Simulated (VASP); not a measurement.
# LiCl (F-43m) in VASP: a series of runs

Aim: see how the results for LiCl move with the level of theory and the settings. Levels: PBE, r2SCAN. Tasks: single point.

All numbers are computed with VASP 6.6.1; they aren't measurements. Logs are shortened: lines on timing, memory, paths and dates and some standing lists are left out, and cuts for length are marked.

### 1 The cell of the first run

Symmetry: F-43m, No. 216, cubic system. Conventional cell: a = 5.466 Å, b = 5.466 Å, c = 5.466 Å, α = 90.00°, β = 90.00°, γ = 90.00°. Within 3.1 Å of Li (site symmetry -43m) lie 4 Cl at 2.37 Å. Within 3.1 Å of Cl (site symmetry -43m) lie 4 Li at 2.37 Å.

### 2 Single point, PBE

The input, INCAR:

```
SYSTEM = LiCl
PREC = Accurate
ENCUT = 520
EDIFF = 1E-6
ISMEAR = 0
SIGMA = 0.01
LREAL = .FALSE.
LASPH = .TRUE.
NELM = 80
ALGO = Normal
ISIF = 2
LWAVE = .FALSE.
LCHARG = .FALSE.
GGA = PE
NBANDS = 12
```

The input, KPOINTS:

```
Automatic mesh
0
G
  6 6 6
  0 0 0
```

The input, POSCAR:

```
LiCl
1.0
    0.0000000000      2.7330425439      2.7330425439
    2.7330425439      0.0000000000      2.7330425439
    2.7330425439      2.7330425439      0.0000000000
Li Cl
1 1
Direct
    0.0000000000      0.0000000000      0.0000000000
    0.2500000000      0.2500000000      0.2500000000
```

Potentials or basis: VASP PAW PBE potentials, release 64 (Li_sv, Cl).

Run with:

```
cat potpaw_PBE.64/Li_sv/POTCAR potpaw_PBE.64/Cl/POTCAR > POTCAR
mpirun -np 1 vasp_std > vasp.out
```

OUTCAR:

```text
SYSTEM = LiCl
   PREC = Accurate
   ENCUT = 520
   EDIFF = 1E-6
   ISMEAR = 0
   LREAL = .FALSE.
   LASPH = .TRUE.
   NELM = 80
   ISIF = 2
   GGA = PE

 ion  position               nearest neighbor table
   1  0.000  0.000  0.000-   2 2.37   2 2.37   2 2.37   2 2.37
   2  0.250  0.250  0.250-   1 2.37   1 2.37   1 2.37   1 2.37

  LATTYP: Found a face centered cubic cell.
 ALAT       =     5.4660850878

  Lattice vectors:

 A1 = (   0.0000000000,   2.7330425439,   2.7330425439)
 A2 = (   2.7330425439,   0.0000000000,   2.7330425439)
 A3 = (   2.7330425439,   2.7330425439,   0.0000000000)

Analysis of symmetry for initial positions (statically):
=====================================================================
 Subroutine PRICEL returns:
 Original cell was already a primitive cell.

 Routine SETGRP: Setting up the symmetry group for a
 face centered cubic supercell.

 Subroutine GETGRP returns: Found 24 space group operations
 (whereof 24 operations were pure point group operations)
 out of a pool of 48 trial point group operations.

The static configuration has the point symmetry T_d .

Analysis of symmetry for dynamics (positions and initial velocities):
=====================================================================
 Subroutine PRICEL returns:
 Original cell was already a primitive cell.

 Routine SETGRP: Setting up the symmetry group for a
 face centered cubic supercell.

 Subroutine GETGRP returns: Found 24 space group operations
 (whereof 24 operations were pure point group operations)
 out of a pool of 48 trial point group operations.

The dynamic configuration has the point symmetry T_d .

 Subroutine INISYM returns: Found 24 space group operations
 (whereof 24 operations are pure point group operations),
 and found     1 'primitive' translations

----------------------------------------------------------------------------------------

                                     Primitive cell

  volume of cell :      40.8290

  direct lattice vectors                    reciprocal lattice vectors
     0.000000000  2.733042544  2.733042544    -0.182946292  0.182946292  0.182946292
     2.733042544  0.000000000  2.733042544     0.182946292 -0.182946292  0.182946292
     2.733042544  2.733042544  0.000000000     0.182946292  0.182946292 -0.182946292

  length of vectors
     3.865105832  3.865105832  3.865105832     0.316872273  0.316872273  0.316872273

  position of ions in fractional coordinates (direct lattice)
     0.000000000  0.000000000  0.000000000
     0.250000000  0.250000000  0.250000000

  ion indices of the primitive-cell ions
   primitive index   ion index
                 1           1
                 2           2

----------------------------------------------------------------------------------------

 KPOINTS: Automatic mesh

Automatic generation of k-mesh.
 Grid dimensions read from file:
 generate k-points for:    6    6    6

 Generating k-lattice:

  Cartesian coordinates                     Fractional coordinates (reciprocal lattice)
    -0.030491049  0.030491049  0.030491049     0.166666667  0.000000000  0.000000000
     0.030491049 -0.030491049  0.030491049     0.000000000  0.166666667  0.000000000
     0.030491049  0.030491049 -0.030491049     0.000000000  0.000000000  0.166666667

  Length of vectors
     0.052812046  0.052812046  0.052812046

  Shift w.r.t. Gamma in fractional coordinates (k-lattice)
     0.000000000  0.000000000  0.000000000

 Subroutine IBZKPT returns following result:
 ===========================================

 Found     16 irreducible k-points:

 Following reciprocal coordinates:
            Coordinates               Weight
  0.000000  0.000000  0.000000      1.000000
  0.166667  0.000000  0.000000      8.000000
  0.333333  0.000000  0.000000      8.000000
  0.500000  0.000000  0.000000      4.000000
  0.166667  0.166667  0.000000      6.000000
  0.333333  0.166667  0.000000     24.000000
[... 8 lines left out ...]
 -0.333333  0.333333  0.166667     24.000000
 -0.333333  0.500000  0.166667     12.000000
   k-points           NKPTS =     16   k-points in BZ     NKDIM =     16   number of bands    NBANDS=     12
   number of dos      NEDOS =    301   number of ions     NIONS =      2
   total plane-waves  NPLWV =  27000
   dimension x,y,z NGX =    30 NGY =   30 NGZ =   30
   dimension x,y,z NGXF=    60 NGYF=   60 NGZF=   60
   ions per type =               1   1
   NGX,Y,Z   is equivalent  to a cutoff of  12.90, 12.90, 12.90 a.u.
   NGXF,Y,Z  is equivalent  to a cutoff of  25.81, 25.81, 25.81 a.u.
 SYSTEM =  LiCl
   PREC   = accura    normal or accurate (medium, high low for compatibility)
   ISTART =      0    job   : 0-new  1-cont  2-samecut
   ICHARG =      2    charge: 1-file 2-atom 10-const
   ISPIN  =      1    spin polarized calculation?
   LNONCOLLINEAR =      F non collinear calculations
   LSORBIT =      F    spin-orbit coupling
   LASPH  =      T    aspherical Exc in radial PAW
   ENCUT  =  520.0 eV  38.22 Ry    6.18 a.u.   7.19  7.19  7.19*2*pi/ulx,y,z
   NELM   =     80;   NELMIN=  2; NELMDL= -5     # of ELM steps
   EDIFF  = 0.1E-05   stopping-criterion for ELM
   LREAL  =      F    real-space projection
   EDIFFG = 0.1E-04   stopping-criterion for IOM
   NSW    =      0    number of steps for IOM
   IBRION =     -1    ionic relax: 0-MD 1-quasi-New 2-CG
   NFREE  =      0    steps in history (QN), initial steepest desc. (CG)
   ISIF   =      2    stress and relaxation
   ISYM   =      2    0-nonsym 1-usesym 2-fastsym
   POTIM  = 0.5000    time-step for ionic-motion
   TEBEG  =    0.0;   TEEND  =   0.0 temperature during run
   PSTRESS=    0.0 pullay stress
   NELECT =      10.0000    total number of electrons
   NUPDOWN=      -1.0000    fix difference up-down
   EMIN   =  10.00;   EMAX   =-10.00  energy-range for DOS
   EFERMI =   0.00;   METHOD = LEGACY
   ISMEAR =     0;   SIGMA  =   0.01  broadening in eV -4-tet -1-fermi 0-gaus
   EFERMI_NEDOS =   21; number of points for ismear=-14 and -15
   IALGO  =     38    algorithm
   IMIX   =      4    mixing-type and parameters
     AMIX     =   0.40;   BMIX     =  1.00
     AMIX_MAG =   1.60;   BMIX_MAG =  1.00
  volume/ion in A,a.u.               =      20.41       137.76
  Fermi-wavevector in a.u.,A,eV,Ry     =   1.024279  1.935607 14.274529  1.049148
  Thomas-Fermi vector in A             =   2.158058
   LORBIT       =      0    0 simple, 1 ext, 2 COOP (PROOUT), +10 PAW based schemes
   GGA     = PE    functional components
   LHFCALC =     F    Hartree Fock is set to
   AEXX    =    0.0000 exact exchange contribution
   IVDW    =     0    specifies the selected vdW correction
   LEPSILON=     F    determine dielectric tensor
   LRPA    =     F    only Hartree local field effects (RPA)
 non-spin polarized calculation
 Gauss-broadening in eV      SIGMA  =   0.01
  energy-cutoff  :      520.00
  volume of cell :       40.83
 maximum number of plane-waves:      1113
 NGX is ok and might be reduce to    30
   NGX = 15   NGY = 15   NGZ = 15

 number of electron      10.0000001 magnetization

 Free energy of the ion-electron system (eV)
  ---------------------------------------------------
  ext. energy  EPLUGINS =         0.00000000
  ---------------------------------------------------
  free energy    TOTEN  =        -7.42513908 eV

  energy without entropy =       -7.42513908  energy(sigma->0) =       -7.42513908

 E-fermi :  -1.0444     XC(G=0):  -7.7281

 val. band max:       -1.1403056463   @ k =   0.0000   0.0000   0.0000
 cond. band min:       4.9149809610   @ k =   0.0000   0.0000   0.0000
 fundamental gap:      6.0552866073
 Fermi energy:        -1.0444324210

 k-point     1 :       0.0000    0.0000    0.0000
  band No.  band energies     occupation
      1     -43.9810      2.00000
      2     -13.8747      2.00000
      3      -1.1403      2.00000
      4      -1.1403      2.00000
      5      -1.1403      2.00000
      6       4.9150      0.00000
      7       9.0388      0.00000
      8       9.0389      0.00000
      9       9.0389      0.00000
     10      13.3970      0.00000
     11      13.3970      0.00000
     12      16.5816      0.00000

 k-point     2 :       0.1667    0.0000    0.0000
  band No.  band energies     occupation
      1     -43.9807      2.00000
      2     -13.8046      2.00000
      3      -1.7520      2.00000
      4      -1.2182      2.00000
      5      -1.2182      2.00000
      6       5.5902      0.00000
      7       9.2106      0.00000
      8       9.3091      0.00000
      9       9.3091      0.00000
     10      12.7140      0.00000
     11      12.7140      0.00000
     12      15.3146      0.00000

 k-point     3 :       0.3333    0.0000    0.0000
  band No.  band energies     occupation
      1     -43.9799      2.00000
      2     -13.6567      2.00000
      3      -2.7434      2.00000
      4      -1.3639      2.00000
      5      -1.3639      2.00000
      6       6.7374      0.00000
      7       9.3731      0.00000
      8       9.3731      0.00000
      9       9.4695      0.00000
     10      13.2789      0.00000
     11      13.2789      0.00000
     12      15.0393      0.00000
[... 166 lines left out ...]
 k-point    15 :      -0.3333    0.3333    0.1667
  band No.  band energies     occupation
      1     -43.9791      2.00000
      2     -13.5075      2.00000
      3      -2.7662      2.00000
      4      -2.1666      2.00000
      5      -1.8142      2.00000
      6       7.3209      0.00000
      7       8.5963      0.00000
      8      10.5151      0.00000
      9      10.8990      0.00000
     10      12.1926      0.00000
     11      14.7970      0.00000
     12      15.6504      0.00000

 k-point    16 :      -0.3333    0.5000    0.1667
  band No.  band energies     occupation
      1     -43.9790      2.00000
      2     -13.4841      2.00000
      3      -2.6406      2.00000
      4      -2.1711      2.00000
      5      -2.0919      2.00000
      6       6.4835      0.00000
      7       9.2148      0.00000
      8      10.5160      0.00000
      9      11.3092      0.00000
     10      12.9662      0.00000
     11      15.2512      0.00000
     12      16.0014      0.00000

------------------------ aborting loop because EDIFF is reached ----------------------------------------

  FORCE on cell =-STRESS in cart. coord.  units (eV):
  Direction    XX          YY          ZZ          XY          YZ          ZX
  --------------------------------------------------------------------------------------
  -------------------------------------------------------------------------------------
  Total        0.1565130      0.1565130      0.1565130      0.0000000      0.0000000      0.0000000
  in kB        6.1417454      6.1417454      6.1417454      0.0000000      0.0000000      0.0000000
  external PRESSURE =       6.1417454 kB  Pullay stress =       0.0000000 kB

 VOLUME and BASIS-vectors are now :
 -----------------------------------------------------------------------------
  energy-cutoff  :      520.00
  volume of cell :       40.83
      direct lattice vectors                 reciprocal lattice vectors
     0.000000000  2.733042544  2.733042544    -0.182946292  0.182946292  0.182946292
     2.733042544  0.000000000  2.733042544     0.182946292 -0.182946292  0.182946292
     2.733042544  2.733042544  0.000000000     0.182946292  0.182946292 -0.182946292

 POSITION                                       TOTAL-FORCE (eV/Angst)
 -----------------------------------------------------------------------------------
      0.00000      0.00000      0.00000        -0.000000     -0.000000      0.000000
      1.36652      1.36652      1.36652         0.000000      0.000000     -0.000000
 -----------------------------------------------------------------------------------
    total drift:                                0.000000      0.000000      0.000000

  FREE ENERGIE OF THE ION-ELECTRON SYSTEM (eV)
  ---------------------------------------------------
  free  energy   TOTEN  =        -7.4251390815 eV

  energy  without entropy=       -7.4251390815  energy(sigma->0) =       -7.42513908
```

Wall time 17 s (1 thread of Intel Xeon 6975P-C, shared host); peak memory 0.15 GiB.

Results:

```
Free energy            : -7.4251 eV
Band gap on the k mesh : 6.06 eV, direct
```

Caveat: the cutoff is under 1.25 times the usual one of these potentials, so pressure, stress and relaxed cells hold a basis-set (Pulay) error. Expect the measured gap to be larger: semilocal functionals such as PBE lack the derivative discontinuity.

### 3 Single point, PBE

The input, INCAR:

```
PREC = Accurate ; ENCUT = 520
EDIFF = 1E-6 ; ISMEAR = 0
SIGMA = 0.01 ; LREAL = False
LASPH = True ; NELM = 100
ALGO = Normal ; ISIF = 2
LWAVE = False ; LCHARG = False
GGA = PE ; NBANDS = 12
```

The input, KPOINTS:

```
Automatic mesh
0
Gamma
  6 6 6
```

POSCAR is that of step 2.

Potentials or basis: VASP PAW PBE potentials, release 64 (Li_sv, Cl).

Run with:

```
cat potpaw_PBE.64/Li_sv/POTCAR potpaw_PBE.64/Cl/POTCAR > POTCAR
mpirun -np 1 vasp_std > vasp.out
```

Run time: 18 s. Hardware: 1 thread of Intel Xeon 6975P-C, shared host; peak memory 0.15 GiB.

Results (log left out):

```yaml
Free_energy: -7.4251 eV
Band_gap_on_the_k_mesh: 6.06 eV, direct
```

Levels at points of the mesh, in eV from the valence-band top:
```tsv
k point	band 1	band 2	band 3	band 4	band 5	band 6	band 7	band 8	band 9	band 10
(0.00, 0.00, 0.00)	-42.84	-12.73	0.00	0.00	0.00	6.06	10.18	10.18	10.18	14.54
(0.50, 0.00, 0.00)	-42.84	-12.44	-2.03	-0.29	-0.29	8.39	10.35	10.35	10.76	16.16
(0.50, 0.50, 0.00)	-42.84	-12.35	-1.65	-0.84	-0.84	6.64	9.66	13.51	13.95	13.95
```

Caveat: the cutoff is under 1.25 times the usual one of these potentials, so pressure, stress and relaxed cells hold a basis-set (Pulay) error.

### 4 Single point, r2SCAN

POSCAR is that of step 3.

The input, INCAR.step1:

```
  ALGO = Normal
  EDIFF = 1E-4
  ENCUT = 520
  GGA = PE
  ISMEAR = 0
  LASPH = True
  LCHARG = False
  LREAL = False
  LWAVE = True
  NBANDS = 12
  NELM = 100
  PREC = Accurate
  SIGMA = 0.01
```

The input, INCAR.step2:

```
  ALGO = Normal
  EDIFF = 1E-6
  ENCUT = 520
  ISIF = 2
  ISMEAR = 0
  ISTART = 1
  LASPH = True
  LCHARG = True
  LELF = True
  LMIXTAU = True
  LREAL = False
  LVHAR = True
  LWAVE = False
  METAGGA = R2SCAN
  NBANDS = 12
  NELM = 100
  PREC = Accurate
  SIGMA = 0.01
```

The input, KPOINTS:

```
k-points
0
Gamma
  6 6 6
```

Run with:

```
cat potpaw_PBE.64/Li_sv/POTCAR potpaw_PBE.64/Cl/POTCAR > POTCAR
cp INCAR.step1 INCAR
mpirun -np 1 vasp_std > vasp.out
cp INCAR.step2 INCAR
mpirun -np 1 vasp_std > vasp.out
```

Run time: 68 s. Hardware: 1 thread of Intel Xeon 6975P-C, shared host; peak memory 0.16 GiB.

Results (log left out):

```yaml
Free_energy: -12.5779 eV
Band_gap_on_the_k_mesh: 6.77 eV, direct
```

Levels at points of the mesh, in eV from the valence-band top:
| k point | band 1 | band 2 | band 3 | band 4 | band 5 | band 6 | band 7 | band 8 | band 9 | band 10 |
| --- | --- | --- | --- | --- | --- | --- | --- | --- | --- | --- |
| (0.00, 0.00, 0.00) | -44.13 | -13.30 | 0.00 | 0.00 | 0.00 | 6.77 | 11.05 | 11.05 | 11.05 | 15.32 |
| (0.50, 0.00, 0.00) | -44.13 | -13.00 | -2.04 | -0.29 | -0.29 | 9.21 | 11.13 | 11.13 | 11.47 | 17.09 |
| (0.50, 0.50, 0.00) | -44.13 | -12.90 | -1.65 | -0.85 | -0.85 | 7.18 | 10.44 | 14.68 | 15.12 | 15.12 |

Caveat: the cutoff is under 1.25 times the usual one of these potentials, so pressure, stress and relaxed cells hold a basis-set (Pulay) error; the PAW data sets were made with another functional, which shifts forces and pressure a little. r2SCAN opens gaps a little over a GGA but as a rule still falls short of measured ones.
